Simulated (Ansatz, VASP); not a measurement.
**MgO: VASP beside Ansatz**

The input INCAR:

```
SYSTEM = MgO
ALGO = Normal
EDIFF = 1E-6
ENCUT = 520
GGA = PS
ISIF = 2
ISMEAR = 0
LASPH = .TRUE.
LCHARG = .TRUE.
LELF = .TRUE.
LREAL = .FALSE.
LVHAR = .TRUE.
LWAVE = .FALSE.
NBANDS = 16
NELM = 100
PREC = Accurate
SIGMA = 0.05
```

The input KPOINTS:

```
k-points
0
G
  9 9 6
  0 0 0
```

File POSCAR:

```
MgO
1.0
    3.3077869865      0.0000000000      0.0000000000
   -1.6538934933      2.8646275606      0.0000000000
    0.0000000000      0.0000000000      4.9828816700
Mg O
2 2
Direct
    0.3333333333      0.6666666667     -0.0128917914
    0.6666666667      0.3333333333      0.4871082086
    0.3333333333      0.6666666667      0.4024402600
    0.6666666667      0.3333333333      0.9024402600
```

Input for Ansatz:

```yaml
crystal:
  lattice:
    - [3.3077869865, 0.0, 0.0]
    - [-1.6538934933, 2.8646275606, 0.0]
    - [0.0, 0.0, 4.98288167]
  atoms:
    - { symbol: Mg, position: [0.3333333333, 0.6666666667, -0.0128917914] }
    - { symbol: Mg, position: [0.6666666667, 0.3333333333, 0.4871082086] }
    - { symbol: O, position: [0.3333333333, 0.6666666667, 0.40244026] }
    - { symbol: O, position: [0.6666666667, 0.3333333333, 0.90244026] }
basis:
  ecutwfc: 420
kpoints:
  mp_grid: { grid: [9, 9, 6] }
hamiltonian:
  xc: pbesol
scf:
  occupations: { method: gaussian, width: 0.05 }
output:
  forces: true
  stress: true
  eigenvalues: true
```

Change from the starting cell: all Mg atoms moved -0.075 Å, as atom 1 along Cartesian [0 0 1].

Alike in both runs: task single point; functional PBEsol; k mesh 9 × 9 × 6; occupations gaussian, width 0.05 eV; no spin polarisation.

|  | VASP | Ansatz |
| --- | --- | --- |
| version | VASP 6.6.1 | Ansatz 0.2.0 |
| potentials or method | VASP PAW PBE potentials, release 64 (Mg, O), cutoff 520 eV | scalar-relativistic, plane waves, PAW |
| valence electrons in the cell | 16 | 32 |

```tsv
	VASP	Ansatz	Ansatz less VASP
gap on the k mesh at the Fermi level (eV)	3.23	3.23	+0.002
least direct gap on the mesh (eV)	3.23	3.23	+0.002
pressure (GPa)	-0.1	0.2	+0.27
traceless stress, the component that is largest in VASP (GPa)	-4.56	-4.52	+0.036
rms of the force components (eV/Å)	0.219	0.216	-0.0027
```

VASP's potentials were made for PBE, not for PBEsol. Atom by atom the forces differ by 0.003 eV/Å (rms over components). VASP's potentials hold 16 valence electrons a cell and Ansatz's 32, so a difference there can come from the potentials and not from the codes.
